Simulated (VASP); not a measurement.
A run of VASP 6.6.1 is set up as follows.

The input INCAR:

```
SYSTEM = TaN
  PREC = Accurate
  ENCUT = 520
  EDIFF = 1E-6
  ISMEAR = 0
  SIGMA = 0.05
  LREAL = .FALSE.
  LASPH = .TRUE.
  NELM = 150
  ALGO = Normal
  ISIF = 2
  LWAVE = .FALSE.
  LCHARG = .FALSE.
  ISPIN = 2
  MAGMOM = 0.05 -0.05 -0.05 0 0 0
  LORBIT = 11
  LMAXMIX = 4
  GGA = PS
  NBANDS = 37
```

Contents of KPOINTS:

```
regular mesh
0
G
  6 6 8
  0 0 0
```

Contents of POSCAR:

```
TaN
1.0
    5.1998564177      0.0000000000      0.0000000000
   -2.5999282089      4.5032077538      0.0000000000
    0.0000000000      0.0000000000      2.9074273799
Ta N
3 3
Direct
    0.0000000000      0.0000000000      0.0000000000
    0.3333333333      0.6666666667      0.5000000000
    0.6666666667      0.3333333333      0.5000000000
    0.5000000000      0.0000000000      0.0000000000
    0.5000000000      0.5000000000      0.0000000000
    0.0000000000      0.5000000000      0.0000000000
```

Potentials or basis: VASP PAW PBE potentials, release 64 (Ta_pv, N).

Run with:

```sh
$ cat potpaw_PBE.64/Ta_pv/POTCAR potpaw_PBE.64/N/POTCAR > POTCAR
$ mpirun -np 1 vasp_std > vasp.out
```

Q: What does it give for the net moment?

A: 0.00 μB per cell.

Q: What does it give for the pressure?

A: 0.9 GPa.

Q: What does it give for the band gap on the k mesh?

A: Zero (filled and empty bands overlap).

Stress tensor (GPa, compression positive):
```
0.84 0.00 0.00
0.00 0.84 0.00
0.00 0.00 1.07
```

Caveat: the PAW data sets were made with another functional, which shifts forces and pressure a little; spin-orbit coupling is left out, which moves the levels of the heavy elements.
